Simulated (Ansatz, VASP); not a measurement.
**Two plane-wave programs on Ir**

```
CELL_PARAMETERS angstrom
0.00000 1.91503 1.91503
1.91503 0.00000 1.91503
1.91503 1.91503 0.00000
ATOMIC_POSITIONS crystal
Ir 0.00000 0.00000 0.00000
```

Alike in both runs: functional PBEsol; k mesh 18 × 18 × 18; occupations gaussian, width 0.1 eV; no spin polarisation.

Ansatz relaxed the structure, and its values are those at the end. VASP's run is a single point on that final structure, the one shown.

|  | VASP | Ansatz |
| --- | --- | --- |
| version | VASP 6.6.1 | Ansatz 0.2.0 |
| potentials or method | VASP PAW PBE potentials, release 64 (Ir), cutoff 500 eV | scalar-relativistic, plane waves, PAW |
| valence electrons in the cell | 9 | 17 |

|  | VASP | Ansatz | Ansatz less VASP |
| --- | --- | --- | --- |
| gap on the k mesh at the Fermi level (eV) | none | none | - |
| pressure (GPa) | 1.0 | 0.0 | -1.02 |

VASP's potentials were made for PBE, not for PBEsol, and Ansatz warns of the same on its side. A gap of «none» marks a metal or a gap that the smearing closes. VASP's potentials hold 9 valence electrons a cell and Ansatz's 17, so a difference there can come from the potentials and not from the codes.

Neither program's run includes spin-orbit coupling.
